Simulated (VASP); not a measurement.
# SnO2 (Cassiterite) (P4_2/mnm) in VASP: a series of runs

Runs on SnO2 (Cassiterite). Level: PBEsol. Tasks: single point, relaxation of cell and atoms.

Program: VASP 6.6.1. These are calculated values, not measurements. Logs are shortened: lines on timing, memory, paths and dates and some standing lists are left out, and cuts for length are marked.

### Step 1. The cell of the first run

It takes space group P4_2/mnm (No. 136, tetragonal). The conventional cell has a = 4.769 Å, b = 4.769 Å, c = 3.212 Å, α = 90.00°, β = 90.00°, γ = 90.00°. Within 2.7 Å of Sn (site symmetry mmm) lie 6 O at 2.07 Å. Within 2.7 Å of O (site symmetry m2m) lie 3 Sn at 2.07 Å and 1 O at 2.61 Å.

### Step 2. Single point, PBEsol

Input file INCAR:

```
SYSTEM = SnO2
PREC = Accurate
ENCUT = 520
EDIFF = 1E-6
ISMEAR = 0
SIGMA = 0.02
LREAL = .False.
LASPH = .True.
NELM = 100
ALGO = Normal
ISIF = 2
LWAVE = .False.
LCHARG = .False.
GGA = PS
NBANDS = 35
```

Input file KPOINTS:

```
Automatic mesh
0
Gamma
  6 6 8
  0 0 0
```

Input file POSCAR:

```
SnO2
1.0
    4.7692374239      0.0000000000      0.0000000000
    0.0000000000      4.7692374239      0.0000000000
    0.0000000000      0.0000000000      3.2120043802
Sn O
2 4
Direct
    0.0000000000      0.0000000000      0.0000000000
    0.5000000000      0.5000000000      0.5000000000
    0.3062750946      0.3062750946      0.0000000000
    0.1937249054      0.8062750946      0.5000000000
    0.6937249054      0.6937249054      0.0000000000
    0.8062750946      0.1937249054      0.5000000000
```

Potentials or basis: VASP PAW PBE potentials, release 64 (Sn_d, O).

On the command line:

```
cat potpaw_PBE.64/Sn_d/POTCAR potpaw_PBE.64/O/POTCAR > POTCAR
mpirun -np 1 vasp_std > vasp.out
```

OUTCAR:

```text
SYSTEM = SnO2
   PREC = Accurate
   ENCUT = 520
   EDIFF = 1E-6
   ISMEAR = 0
   LREAL = .False.
   LASPH = .True.
   NELM = 100
   ISIF = 2
   GGA = PS

 ion  position               nearest neighbor table
   1  0.000  0.000  0.000-   3 2.07   5 2.07   4 2.07   6 2.07   4 2.07   6 2.07   2 3.74   2 3.74
                             2 3.74   2 3.74   2 3.74   2 3.74   2 3.74   2 3.74
   2  0.500  0.500  0.500-   4 2.07   6 2.07   5 2.07   3 2.07   3 2.07   5 2.07   1 3.74   1 3.74
                             1 3.74   1 3.74   1 3.74   1 3.74   1 3.74   1 3.74
   3  0.306  0.306  0.000-   1 2.07   2 2.07   2 2.07
   4  0.194  0.806  0.500-   2 2.07   1 2.07   1 2.07
   5  0.694  0.694  0.000-   1 2.07   2 2.07   2 2.07
   6  0.806  0.194  0.500-   2 2.07   1 2.07   1 2.07

  LATTYP: Found a simple tetragonal cell.
 ALAT       =     4.7692374239
 C/A-ratio  =     0.6734838497

  Lattice vectors:

 A1 = (   4.7692374239,   0.0000000000,   0.0000000000)
 A2 = (   0.0000000000,   4.7692374239,   0.0000000000)
 A3 = (   0.0000000000,   0.0000000000,   3.2120043802)

Analysis of symmetry for initial positions (statically):
=====================================================================
 Subroutine PRICEL returns:
 Original cell was already a primitive cell.

 Routine SETGRP: Setting up the symmetry group for a
 simple tetragonal supercell.

 Subroutine GETGRP returns: Found 16 space group operations
 (whereof  8 operations were pure point group operations)
 out of a pool of 16 trial point group operations.

The static configuration has the point symmetry D_2h.
 The point group associated with its full space group is D_4h.

Analysis of symmetry for dynamics (positions and initial velocities):
=====================================================================
 Subroutine PRICEL returns:
 Original cell was already a primitive cell.

 Routine SETGRP: Setting up the symmetry group for a
 simple tetragonal supercell.

 Subroutine GETGRP returns: Found 16 space group operations
 (whereof  8 operations were pure point group operations)
 out of a pool of 16 trial point group operations.

The dynamic configuration has the point symmetry D_2h.
 The point group associated with its full space group is D_4h.

 Subroutine INISYM returns: Found 16 space group operations
 (whereof  8 operations are pure point group operations),
 and found     1 'primitive' translations

----------------------------------------------------------------------------------------

                                     Primitive cell

  volume of cell :      73.0590

  direct lattice vectors                    reciprocal lattice vectors
     4.769237424  0.000000000  0.000000000     0.209677127  0.000000000  0.000000000
     0.000000000  4.769237424  0.000000000     0.000000000  0.209677127  0.000000000
     0.000000000  0.000000000  3.212004380     0.000000000  0.000000000  0.311332079

  length of vectors
     4.769237424  4.769237424  3.212004380     0.209677127  0.209677127  0.311332079

  position of ions in fractional coordinates (direct lattice)
     0.000000000  0.000000000  0.000000000
     0.500000000  0.500000000  0.500000000
     0.306275095  0.306275095  0.000000000
     0.193724905  0.806275095  0.500000000
     0.693724905  0.693724905  0.000000000
     0.806275095  0.193724905  0.500000000

  ion indices of the primitive-cell ions
   primitive index   ion index
                 1           1
                 2           2
                 3           3
                 4           4
                 5           5
                 6           6

----------------------------------------------------------------------------------------

 KPOINTS: Automatic mesh

Automatic generation of k-mesh.
 Grid dimensions read from file:
 generate k-points for:    6    6    8

 Generating k-lattice:

  Cartesian coordinates                     Fractional coordinates (reciprocal lattice)
     0.034946188  0.000000000  0.000000000     0.166666667  0.000000000  0.000000000
     0.000000000  0.034946188  0.000000000     0.000000000  0.166666667  0.000000000
     0.000000000  0.000000000  0.038916510     0.000000000  0.000000000  0.125000000

  Length of vectors
     0.034946188  0.034946188  0.038916510

  Shift w.r.t. Gamma in fractional coordinates (k-lattice)
     0.000000000  0.000000000  0.000000000

 Subroutine IBZKPT returns following result:
 ===========================================

 Found     50 irreducible k-points:

 Following reciprocal coordinates:
            Coordinates               Weight
  0.000000  0.000000  0.000000      1.000000
  0.166667  0.000000  0.000000      4.000000
  0.333333  0.000000  0.000000      4.000000
  0.500000  0.000000  0.000000      2.000000
  0.166667  0.166667  0.000000      4.000000
  0.333333  0.166667  0.000000      8.000000
[... 16 lines left out ...]
  0.333333  0.000000  0.250000      8.000000
  0.500000  0.000000  0.250000      4.000000
 [... further k-points ...]
   k-points           NKPTS =     50   k-points in BZ     NKDIM =     50   number of bands    NBANDS=     35
   number of dos      NEDOS =    301   number of ions     NIONS =      6
   total plane-waves  NPLWV =  31104
   dimension x,y,z NGX =    36 NGY =   36 NGZ =   24
   dimension x,y,z NGXF=    72 NGYF=   72 NGZF=   48
   ions per type =               2   4
   NGX,Y,Z   is equivalent  to a cutoff of  12.55, 12.55, 12.42 a.u.
   NGXF,Y,Z  is equivalent  to a cutoff of  25.10, 25.10, 24.84 a.u.
 SYSTEM =  SnO2
   PREC   = accura    normal or accurate (medium, high low for compatibility)
   ISTART =      0    job   : 0-new  1-cont  2-samecut
   ICHARG =      2    charge: 1-file 2-atom 10-const
   ISPIN  =      1    spin polarized calculation?
   LNONCOLLINEAR =      F non collinear calculations
   LSORBIT =      F    spin-orbit coupling
   LASPH  =      T    aspherical Exc in radial PAW
   ENCUT  =  520.0 eV  38.22 Ry    6.18 a.u.   8.87  8.87  5.97*2*pi/ulx,y,z
   NELM   =    100;   NELMIN=  2; NELMDL= -5     # of ELM steps
   EDIFF  = 0.1E-05   stopping-criterion for ELM
   LREAL  =      F    real-space projection
   EDIFFG = 0.1E-04   stopping-criterion for IOM
   NSW    =      0    number of steps for IOM
   IBRION =     -1    ionic relax: 0-MD 1-quasi-New 2-CG
   NFREE  =      0    steps in history (QN), initial steepest desc. (CG)
   ISIF   =      2    stress and relaxation
   ISYM   =      2    0-nonsym 1-usesym 2-fastsym
   POTIM  = 0.5000    time-step for ionic-motion
   TEBEG  =    0.0;   TEEND  =   0.0 temperature during run
   PSTRESS=    0.0 pullay stress
   NELECT =      52.0000    total number of electrons
   NUPDOWN=      -1.0000    fix difference up-down
   EMIN   =  10.00;   EMAX   =-10.00  energy-range for DOS
   EFERMI =   0.00;   METHOD = LEGACY
   ISMEAR =     0;   SIGMA  =   0.02  broadening in eV -4-tet -1-fermi 0-gaus
   EFERMI_NEDOS =   21; number of points for ismear=-14 and -15
   IALGO  =     38    algorithm
   IMIX   =      4    mixing-type and parameters
     AMIX     =   0.40;   BMIX     =  1.00
     AMIX_MAG =   1.60;   BMIX_MAG =  1.00
  volume/ion in A,a.u.               =      12.18        82.17
  Fermi-wavevector in a.u.,A,eV,Ry     =   1.461677  2.762168 29.068824  2.136498
  Thomas-Fermi vector in A             =   2.577980
   LORBIT       =      0    0 simple, 1 ext, 2 COOP (PROOUT), +10 PAW based schemes
   GGA     = PS    functional components
   LHFCALC =     F    Hartree Fock is set to
   AEXX    =    0.0000 exact exchange contribution
   IVDW    =     0    specifies the selected vdW correction
   LEPSILON=     F    determine dielectric tensor
   LRPA    =     F    only Hartree local field effects (RPA)
 non-spin polarized calculation
 Gauss-broadening in eV      SIGMA  =   0.02
  energy-cutoff  :      520.00
  volume of cell :       73.06
 maximum number of plane-waves:      1994
 NGX is ok and might be reduce to    36
   NGX = 17   NGY = 17   NGZ = 11

 number of electron      52.0000008 magnetization

 Free energy of the ion-electron system (eV)
  ---------------------------------------------------
  ext. energy  EPLUGINS =         0.00000000
  ---------------------------------------------------
  free energy    TOTEN  =       -39.66994252 eV

  energy without entropy =      -39.66994252  energy(sigma->0) =      -39.66994252

 E-fermi :   5.9232     XC(G=0): -11.4255

 val. band max:        5.7766878573   @ k =   0.0000   0.0000   0.0000
 cond. band min:       6.6887713681   @ k =   0.0000   0.0000   0.0000
 fundamental gap:      0.9120835108
 Fermi energy:         5.9231709475

 k-point     1 :       0.0000    0.0000    0.0000
  band No.  band energies     occupation
      1     -15.2285      2.00000
      2     -14.4796      2.00000
      3     -14.2360      2.00000
      4     -14.2108      2.00000
      5     -14.2108      2.00000
      6     -14.1418      2.00000
[... 27 lines left out ...]
     34      17.5408      0.00000
     35      18.0880      0.00000

 k-point     2 :       0.1667    0.0000    0.0000
  band No.  band energies     occupation
      1     -15.1872      2.00000
      2     -14.5264      2.00000
      3     -14.2357      2.00000
      4     -14.2090      2.00000
      5     -14.2090      2.00000
      6     -14.1762      2.00000
[... 27 lines left out ...]
     34      17.5594      0.00000
     35      18.0557      0.00000

 k-point     3 :       0.3333    0.0000    0.0000
  band No.  band energies     occupation
      1     -15.0675      2.00000
      2     -14.6790      2.00000
      3     -14.2348      2.00000
      4     -14.2177      2.00000
      5     -14.2054      2.00000
      6     -14.2052      2.00000
[... 27 lines left out ...]
     34      17.7282      0.00000
     35      18.0099      0.00000
[... 723 lines left out ...]
 k-point    23 :       0.3333    0.0000    0.2500
  band No.  band energies     occupation
      1     -14.9588      2.00000
      2     -14.8183      2.00000
      3     -14.4964      2.00000
      4     -14.2840      2.00000
      5     -14.1299      2.00000
      6     -14.1238      2.00000
[... 27 lines left out ...]
     34      17.6838      0.00000
     35      17.9663      0.00000

 k-point    24 :       0.5000    0.0000    0.2500
  band No.  band energies     occupation
      1     -14.9090      2.00000
      2     -14.9090      2.00000
      3     -14.3768      2.00000
      4     -14.3768      2.00000
      5     -14.1250      2.00000
      6     -14.1250      2.00000
[... 27 lines left out ...]
     34      17.8937      0.00000
     35      18.0511      0.00000

 [... further k-points ...]
[... 5 lines left out ...]
  --------------------------------------------------------------------------------------
  -------------------------------------------------------------------------------------
  Total        0.2240197      0.2240197      0.3724806      0.0000000      0.0000000      0.0000000
  in kB        4.9127290      4.9127290      8.1684606      0.0000000      0.0000000      0.0000000
  external PRESSURE =       5.9979729 kB  Pullay stress =       0.0000000 kB

 VOLUME and BASIS-vectors are now :
 -----------------------------------------------------------------------------
  energy-cutoff  :      520.00
  volume of cell :       73.06
      direct lattice vectors                 reciprocal lattice vectors
     4.769237424  0.000000000  0.000000000     0.209677127  0.000000000  0.000000000
     0.000000000  4.769237424  0.000000000     0.000000000  0.209677127  0.000000000
     0.000000000  0.000000000  3.212004380     0.000000000  0.000000000  0.311332079

 POSITION                                       TOTAL-FORCE (eV/Angst)
 -----------------------------------------------------------------------------------
      0.00000      0.00000      0.00000        -0.000000      0.000000      0.000000
      2.38462      2.38462      1.60600        -0.000000      0.000000      0.000000
      1.46070      1.46070      0.00000        -0.010684     -0.010684      0.000000
      0.92392      3.84532      1.60600         0.010684     -0.010684      0.000000
      3.30854      3.30854      0.00000         0.010684      0.010684      0.000000
      3.84532      0.92392      1.60600        -0.010684      0.010684      0.000000
 -----------------------------------------------------------------------------------
    total drift:                                0.000000      0.000000      0.000000

  FREE ENERGIE OF THE ION-ELECTRON SYSTEM (eV)
  ---------------------------------------------------
  free  energy   TOTEN  =       -39.6699425197 eV

  energy  without entropy=      -39.6699425197  energy(sigma->0) =      -39.66994252
```

It took 67 s on 1 thread of Intel Xeon Platinum 8259CL at 2.50GHz (Skylake/Cascade Lake), shared host; peak memory 0.23 GiB.

What came out:

* Free energy: -39.6699 eV
* Pressure: 0.6 GPa
* Largest force: 0.015 eV/Å
* Band gap on the k mesh: 0.91 eV, direct

Forces on the atoms (eV/Å):
```
Sn   0.000  0.000  0.000
Sn   0.000  0.000  0.000
O   -0.011 -0.011  0.000
O    0.011 -0.011  0.000
O    0.011  0.011  0.000
O   -0.011  0.011  0.000
```

Caveat: the PAW data sets were made with another functional, which shifts forces and pressure a little; spin-orbit coupling is left out, which moves the levels of the heavy elements. A hybrid or GW would open this gap; PBEsol tends to underestimate it.

(Continued in part 2 of 2.)
